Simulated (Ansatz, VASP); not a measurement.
**InTe4 in VASP and in Ansatz**

```xyz
5
Lattice="5.8382 0.0000 0.0000 -2.9191 5.0561 0.0000 0.0000 0.0000 5.3460" Properties=species:S:1:pos:R:3 pbc="T T T"
In    0.0000    0.0000    2.6730
Te    2.9191    0.0000    0.0000
Te   -1.4596    2.5280    0.0000
Te    1.4596    2.5280    0.0000
Te    0.0000    0.0000    0.0000
```

Alike in both runs: task relaxation of cell and atoms; functional PBE; k mesh 3 × 3 × 4; occupations gaussian, width 0.1 eV; no spin polarisation.

```csv
,VASP,Ansatz
version,VASP 6.6.1,Ansatz 0.2.0
potentials or method,"VASP PAW PBE potentials, release 64 (In_d, Te), cutoff 600 eV","scalar-relativistic, plane waves, PAW"
valence electrons in the cell,37,77
```

|  | VASP | Ansatz | Ansatz less VASP |
| --- | --- | --- | --- |
| gap on the k mesh at the Fermi level, each at its own relaxed structure (eV) | none | none | - |
| relaxed volume (Å³/atom) | 42.75 | 42.54 | -0.208 |
| relaxed length of the cell vector where the two differ most in proportion (Å) | 5.971 | 5.946 | -0.0251 |

A gap of «none» marks a metal or a gap that the smearing closes. VASP's potentials hold 37 valence electrons a cell and Ansatz's 77, so a difference there can come from the potentials and not from the codes.

The k mesh is coarse, so the values compare programs but aren't converged. Neither program's run includes spin-orbit coupling. Noted on VASP's run: the volume moved by over 15 % at a fixed basis, so the end points are rough.
